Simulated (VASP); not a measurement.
# Te4Mo5 (I4/m) in VASP: single point with LDA+U

Aim: the single point of Te4Mo5 with LDA+U.

Program: VASP 6.6.1. These are calculated values, not measurements. Logs are shortened: lines on timing, memory, paths and dates and some standing lists are left out, and cuts for length are marked.

## (1) The cell of the first run

Symmetry: I4/m, No. 87, tetragonal system. Conventional cell: a = 10.277 Å, b = 10.277 Å, c = 3.814 Å, α = 90.00°, β = 90.00°, γ = 90.00°. Within 3.9 Å of Te (site symmetry m) lie 6 Mo at 2.80 to 2.94 Å and 6 Te at 3.81 to 3.82 Å. Within 3.9 Å of Mo (site symmetry 4/m) lie 4 Te at 2.94 Å and 10 Mo at 2.99 to 3.81 Å. Within 3.9 Å of Mo (site symmetry m) lie 5 Te at 2.80 to 2.85 Å and 8 Mo at 2.99 to 3.81 Å.

## (2) Single point, LDA+U

The input, INCAR:

```
SYSTEM = Te4Mo5
  PREC = Accurate
  ENCUT = 520
  EDIFF = 1E-6
  ISMEAR = -1
  SIGMA = 0.0217
  LREAL = .FALSE.
  LASPH = .TRUE.
  NELM = 150
  ALGO = Normal
  ISIF = 2
  LWAVE = .FALSE.
  LCHARG = .TRUE.
  LMAXMIX = 4
  LDAU = .TRUE.
  LDAUTYPE = 2
  LDAUL = -1 2
  LDAUU = 0 1.28
  LDAUJ = 0 0
  LDAUPRINT = 1
  GGA = CA
  LELF = .TRUE.
  LVHAR = .TRUE.
  NBANDS = 57
```

The input, KPOINTS:

```
regular mesh
0
G
  5 5 5
  0 0 0
```

The input, POSCAR:

```
Te4Mo5
1.0
    0.0000000000      0.0000000000      3.8138360000
    5.1383660000     -5.1383660000      1.9069180000
    5.1383660000      5.1383660000     -1.9069180000
Te Mo
4 5
Direct
    0.2797000000      0.7792000000      0.3386000000
    0.0589000000      0.6614000000      0.7792000000
    0.7203000000      0.2208000000      0.6614000000
    0.9411000000      0.3386000000      0.2208000000
    0.0000000000      0.0000000000      0.0000000000
    0.3752000000      0.9392000000      0.6896000000
    0.3144000000      0.3104000000      0.9392000000
    0.6248000000      0.0608000000      0.3104000000
    0.6856000000      0.6896000000      0.0608000000
```

Potentials or basis: VASP PAW LDA potentials, release 64 (Te, Mo_sv).

Launch:

```bash
$ cat potpaw_LDA.64/Te/POTCAR potpaw_LDA.64/Mo_sv/POTCAR > POTCAR
$ mpirun -np 1 vasp_std > vasp.out
```

OUTCAR:

```text
SYSTEM = Te4Mo5
   PREC = Accurate
   ENCUT = 520
   EDIFF = 1E-6
   ISMEAR = -1
   LREAL = .FALSE.
   LASPH = .TRUE.
   NELM = 150
   ISIF = 2
   GGA = CA

 ion  position               nearest neighbor table
   1  0.280  0.779  0.339-   6 2.80   8 2.80   8 2.80   9 2.85   9 2.85   5 2.94
   2  0.059  0.661  0.779-   7 2.80   9 2.80   9 2.80   6 2.85   6 2.85   5 2.94
   3  0.720  0.221  0.661-   8 2.80   6 2.80   6 2.80   7 2.85   7 2.85   5 2.94
   4  0.941  0.339  0.221-   9 2.80   7 2.80   7 2.80   8 2.85   8 2.85   5 2.94
   5  0.000  0.000  0.000-   1 2.94   2 2.94   3 2.94   4 2.94   8 2.99   9 2.99   6 2.99   7 2.99
                             8 2.99   9 2.99   6 2.99   7 2.99
   6  0.375  0.939  0.690-   1 2.80   3 2.80   3 2.80   2 2.85   2 2.85   5 2.99   5 2.99   9 3.25
                             7 3.25   8 3.47   8 3.47
   7  0.314  0.310  0.939-   2 2.80   4 2.80   4 2.80   3 2.85   3 2.85   5 2.99   5 2.99   8 3.25
                             6 3.25   9 3.47   9 3.47
   8  0.625  0.061  0.310-   3 2.80   1 2.80   1 2.80   4 2.85   4 2.85   5 2.99   5 2.99   7 3.25
                             9 3.25   6 3.47   6 3.47
   9  0.686  0.690  0.061-   4 2.80   2 2.80   2 2.80   1 2.85   1 2.85   5 2.99   5 2.99   6 3.25
                             8 3.25   7 3.47   7 3.47

  LATTYP: Found a body centered tetragonal cell.
 ALAT       =    10.2767320000
 C/A-ratio  =     0.3711136965

  Lattice vectors:

 A1 = (   5.1383660000,  -5.1383660000,  -1.9069180000)
 A2 = (  -5.1383660000,   5.1383660000,  -1.9069180000)
 A3 = (   5.1383660000,   5.1383660000,   1.9069180000)

Analysis of symmetry for initial positions (statically):
=====================================================================
 Subroutine PRICEL returns:
 Original cell was already a primitive cell.

 Routine SETGRP: Setting up the symmetry group for a
 body centered tetragonal supercell.

 Subroutine GETGRP returns: Found  8 space group operations
 (whereof  8 operations were pure point group operations)
 out of a pool of 16 trial point group operations.

The static configuration has the point symmetry C_4h.

Analysis of symmetry for dynamics (positions and initial velocities):
=====================================================================
 Subroutine PRICEL returns:
 Original cell was already a primitive cell.

 Routine SETGRP: Setting up the symmetry group for a
 body centered tetragonal supercell.

 Subroutine GETGRP returns: Found  8 space group operations
 (whereof  8 operations were pure point group operations)
 out of a pool of 16 trial point group operations.

The dynamic configuration has the point symmetry C_4h.

 Subroutine INISYM returns: Found  8 space group operations
 (whereof  8 operations are pure point group operations),
 and found     1 'primitive' translations

----------------------------------------------------------------------------------------

                                     Primitive cell

  volume of cell :     201.3919

  direct lattice vectors                    reciprocal lattice vectors
     0.000000000  0.000000000  3.813836000     0.000000000  0.097307198  0.262203199
     5.138366000 -5.138366000  1.906918000     0.097307198 -0.097307198  0.000000000
     5.138366000  5.138366000 -1.906918000     0.097307198  0.097307198  0.000000000

  length of vectors
     3.813836000  7.512785539  7.512785539     0.279676972  0.137613160  0.137613160

  position of ions in fractional coordinates (direct lattice)
     0.279700000  0.779200000  0.338600000
     0.058900000  0.661400000  0.779200000
     0.720300000  0.220800000  0.661400000
     0.941100000  0.338600000  0.220800000
[... 70 lines left out ...]
   dimension x,y,z NGX =    28 NGY =   56 NGZ =   56
   dimension x,y,z NGXF=    56 NGYF=  112 NGZF=  112
   ions per type =               4   5
   NGX,Y,Z   is equivalent  to a cutoff of  12.21, 12.39, 12.39 a.u.
   NGXF,Y,Z  is equivalent  to a cutoff of  24.41, 24.78, 24.78 a.u.
 SYSTEM =  Te4Mo5
   PREC   = accura    normal or accurate (medium, high low for compatibility)
   ISTART =      0    job   : 0-new  1-cont  2-samecut
   ICHARG =      2    charge: 1-file 2-atom 10-const
   ISPIN  =      1    spin polarized calculation?
   LNONCOLLINEAR =      F non collinear calculations
   LSORBIT =      F    spin-orbit coupling
   LASPH  =      T    aspherical Exc in radial PAW
   ENCUT  =  520.0 eV  38.22 Ry    6.18 a.u.   7.09 13.97 13.97*2*pi/ulx,y,z
   NELM   =    150;   NELMIN=  2; NELMDL= -5     # of ELM steps
   EDIFF  = 0.1E-05   stopping-criterion for ELM
   LREAL  =      F    real-space projection
   EDIFFG = 0.1E-04   stopping-criterion for IOM
   NSW    =      0    number of steps for IOM
   IBRION =     -1    ionic relax: 0-MD 1-quasi-New 2-CG
   NFREE  =      0    steps in history (QN), initial steepest desc. (CG)
   ISIF   =      2    stress and relaxation
   ISYM   =      2    0-nonsym 1-usesym 2-fastsym
   POTIM  = 0.5000    time-step for ionic-motion
   TEBEG  =    0.0;   TEEND  =   0.0 temperature during run
   PSTRESS=    0.0 pullay stress
   NELECT =      94.0000    total number of electrons
   NUPDOWN=      -1.0000    fix difference up-down
   EMIN   =  10.00;   EMAX   =-10.00  energy-range for DOS
   EFERMI =   0.00;   METHOD = LEGACY
   ISMEAR =    -1;   SIGMA  =   0.02  broadening in eV -4-tet -1-fermi 0-gaus
   EFERMI_NEDOS =   21; number of points for ismear=-14 and -15
   IALGO  =     38    algorithm
   IMIX   =      4    mixing-type and parameters
     AMIX     =   0.40;   BMIX     =  1.00
     AMIX_MAG =   1.60;   BMIX_MAG =  1.00
  volume/ion in A,a.u.               =      22.38       151.01
  Fermi-wavevector in a.u.,A,eV,Ry     =   1.269902  2.399766 21.941438  1.612650
  Thomas-Fermi vector in A             =   2.402918
   LORBIT       =      0    0 simple, 1 ext, 2 COOP (PROOUT), +10 PAW based schemes
 LDA+U is selected, type is set to LDAUTYPE =  2
   angular momentum for each species LDAUL =    -1    2
   U (eV)           for each species LDAUU =   0.0  1.3
   J (eV)           for each species LDAUJ =   0.0  0.0
   GGA     = CA    functional components
   LHFCALC =     F    Hartree Fock is set to
   AEXX    =    0.0000 exact exchange contribution
   IVDW    =     0    specifies the selected vdW correction
   LEPSILON=     F    determine dielectric tensor
   LRPA    =     F    only Hartree local field effects (RPA)
 non-spin polarized calculation
  energy-cutoff  :      520.00
  volume of cell :      201.39
 maximum number of plane-waves:      5440
   NGX = 15   NGY = 27   NGZ = 27

atom =   5  type =  2  l = 2

 onsite density matrix

spin component  1
[... 149 lines left out ...]
  o =  0.3314  v =  0.4963  0.0000  0.8651  0.0000 -0.0732  0.0000  0.0000  0.0000  0.0000  0.0000      0.0000  0.0000  0.0000  0.0000  0.0000  0.0000  0.0000  0.0000  0.0000  0.0000
  o =  0.3314  v =  0.0000  0.0000  0.0000  0.0000  0.0000  0.4963  0.0000  0.8651  0.0000 -0.0732      0.0000  0.0000  0.0000  0.0000  0.0000  0.0000  0.0000  0.0000  0.0000  0.0000
  o =  0.3667  v = -0.0000  0.4656 -0.0000  0.8850 -0.0000  0.0000  0.0000  0.0000  0.0000  0.0000      0.0000  0.0000  0.0000  0.0000  0.0000  0.0000  0.0000  0.0000  0.0000  0.0000
  o =  0.3667  v =  0.0000  0.0000  0.0000  0.0000  0.0000 -0.0000  0.4656 -0.0000  0.8850 -0.0000      0.0000  0.0000  0.0000  0.0000  0.0000  0.0000  0.0000  0.0000  0.0000  0.0000
  o =  0.3889  v =  0.3184  0.0000 -0.2598 -0.0000 -0.9117  0.0000  0.0000  0.0000  0.0000  0.0000      0.0000  0.0000  0.0000  0.0000  0.0000  0.0000  0.0000  0.0000  0.0000  0.0000
  o =  0.3889  v =  0.0000  0.0000  0.0000  0.0000  0.0000  0.3184  0.0000 -0.2598 -0.0000 -0.9117      0.0000  0.0000  0.0000  0.0000  0.0000  0.0000  0.0000  0.0000  0.0000  0.0000
  o =  0.4519  v =  0.0000  0.0000  0.0000  0.0000  0.0000 -0.0000  0.8850  0.0000 -0.4656 -0.0000      0.0000  0.0000  0.0000  0.0000  0.0000  0.0000  0.0000  0.0000  0.0000  0.0000
  o =  0.4519  v = -0.0000  0.8850  0.0000 -0.4656 -0.0000  0.0000  0.0000  0.0000  0.0000  0.0000      0.0000  0.0000  0.0000  0.0000  0.0000  0.0000  0.0000  0.0000  0.0000  0.0000
  o =  0.4618  v = -0.8076 -0.0000  0.4292  0.0000 -0.4044  0.0000  0.0000  0.0000  0.0000  0.0000      0.0000  0.0000  0.0000  0.0000  0.0000  0.0000  0.0000  0.0000  0.0000  0.0000
  o =  0.4618  v =  0.0000  0.0000  0.0000  0.0000  0.0000 -0.8076 -0.0000  0.4292  0.0000 -0.4044      0.0000  0.0000  0.0000  0.0000  0.0000  0.0000  0.0000  0.0000  0.0000  0.0000

 number of electron      93.9999990 magnetization

 Free energy of the ion-electron system (eV)
  ---------------------------------------------------
  ext. energy  EPLUGINS =         0.00000000
  ---------------------------------------------------
  free energy    TOTEN  =       -65.95790853 eV

  energy without entropy =      -65.94059699  energy(sigma->0) =      -65.94925276

 E-fermi :   9.5524     XC(G=0): -11.3004

 val. band max:        9.5361934153   @ k =   0.0000   0.2000   0.2000
 cond. band min:       9.5528125642   @ k =   0.2000  -0.4000   0.2000
 fundamental gap:      0.0166191489
 Fermi energy:         9.5523656551

 k-point     1 :       0.0000    0.0000    0.0000
  band No.  band energies     occupation
      1     -51.7280      2.00000
      2     -51.3725      2.00000
      3     -51.3643      2.00000
      4     -51.3643      2.00000
      5     -51.3634      2.00000
      6     -26.0622      2.00000
[... 1249 lines left out ...]
     56      11.1569      0.00000
     57      11.4694      0.00000

------------------------ aborting loop because EDIFF is reached ----------------------------------------

  FORCE on cell =-STRESS in cart. coord.  units (eV):
  Direction    XX          YY          ZZ          XY          YZ          ZX
  --------------------------------------------------------------------------------------
  -------------------------------------------------------------------------------------
  Total      -19.3176003    -19.3176003    -17.6211926     -0.0000001      0.0000000     -0.0000000
  in kB     -153.6815306   -153.6815306   -140.1857277     -0.0000007      0.0000000     -0.0000000
  external PRESSURE =    -149.1829296 kB  Pullay stress =       0.0000000 kB

 VOLUME and BASIS-vectors are now :
 -----------------------------------------------------------------------------
  energy-cutoff  :      520.00
  volume of cell :      201.39
      direct lattice vectors                 reciprocal lattice vectors
     0.000000000  0.000000000  3.813836000     0.000000000  0.097307198  0.262203199
     5.138366000 -5.138366000  1.906918000     0.097307198 -0.097307198  0.000000000
     5.138366000  5.138366000 -1.906918000     0.097307198  0.097307198  0.000000000

 POSITION                                       TOTAL-FORCE (eV/Angst)
 -----------------------------------------------------------------------------------
      5.74367     -2.26396      1.90692         0.069587     -0.551103     -0.000000
      7.40233      0.60530      0.00000         0.551103      0.069587      0.000000
      4.53307      2.26396      1.90692        -0.069587      0.551103      0.000000
      2.87440     -0.60530      3.81384        -0.551103     -0.069587     -0.000000
      0.00000      0.00000      0.00000         0.000000      0.000000      0.000000
      8.36937     -1.28254      1.90692         0.778774      0.890248     -0.000000
      6.42090      3.23100      0.00000        -0.890248      0.778774      0.000000
      1.90736      1.28254      1.90692        -0.778774     -0.890248      0.000000
      3.85583     -3.23100      3.81384         0.890248     -0.778774     -0.000000
 -----------------------------------------------------------------------------------
    total drift:                               -0.000000     -0.000000      0.000000

  FREE ENERGIE OF THE ION-ELECTRON SYSTEM (eV)
  ---------------------------------------------------
  free  energy   TOTEN  =       -65.9579085300 eV

  energy  without entropy=      -65.9405969881  energy(sigma->0) =      -65.94925276
```

Wall time 4.1 min (1 thread of AMD EPYC 7R13 (Zen 3), shared host); peak memory 0.3 GiB.

Results:

| Item | Value |
| --- | --- |
| Free energy | -65.9579 eV |
| Pressure | -14.9 GPa |
| Largest force | 1.183 eV/Å |
| Band gap on the k mesh | zero (bands 47 and 48 overlap by 0.77 eV) |

Forces in eV/Å, atoms in the order of the input:
```
Te   0.070 -0.551  0.000
Te   0.551  0.070  0.000
Te  -0.070  0.551  0.000
Te  -0.551 -0.070  0.000
Mo   0.000  0.000  0.000
Mo   0.779  0.890  0.000
Mo  -0.890  0.779  0.000
Mo  -0.779 -0.890  0.000
Mo   0.890 -0.779  0.000
```

Stress tensor (GPa, compression positive):
```
-15.37   0.00   0.00
  0.00 -15.37   0.00
  0.00   0.00 -14.02
```

Levels at points of the mesh, in eV from the Fermi level:
| k point | band 44 | band 45 | band 46 | band 47 | band 48 | band 49 | band 50 | band 51 |
| --- | --- | --- | --- | --- | --- | --- | --- | --- |
| (0.00, 0.00, 0.00) | -1.09 | -0.49 | 0.07 | 0.24 | 0.46 | 0.58 | 0.62 | 0.62 |

Eigenvalues of the final occupation matrices:
```tsv
site	spin	trace	eigenvalues
site 5 d	1	1.91	0.24 0.29 0.45 0.46 0.46
site 5 d	2	1.91	0.24 0.29 0.45 0.46 0.46
site 6 d	1	2.00	0.33 0.37 0.39 0.45 0.46
site 6 d	2	2.00	0.33 0.37 0.39 0.45 0.46
site 7 d	1	2.00	0.33 0.37 0.39 0.45 0.46
site 7 d	2	2.00	0.33 0.37 0.39 0.45 0.46
site 8 d	1	2.00	0.33 0.37 0.39 0.45 0.46
site 8 d	2	2.00	0.33 0.37 0.39 0.45 0.46
site 9 d	1	2.00	0.33 0.37 0.39 0.45 0.46
site 9 d	2	2.00	0.33 0.37 0.39 0.45 0.46
```

Caveat: the cell stands under tension; spin-orbit coupling is left out, which moves the levels of the heavy elements; U without spin polarisation on a metal has little footing; the U is typed as a test and isn't derived for this compound; forces of over 1 eV/Å act on the atoms, so gaps and moduli don't describe the material at rest.
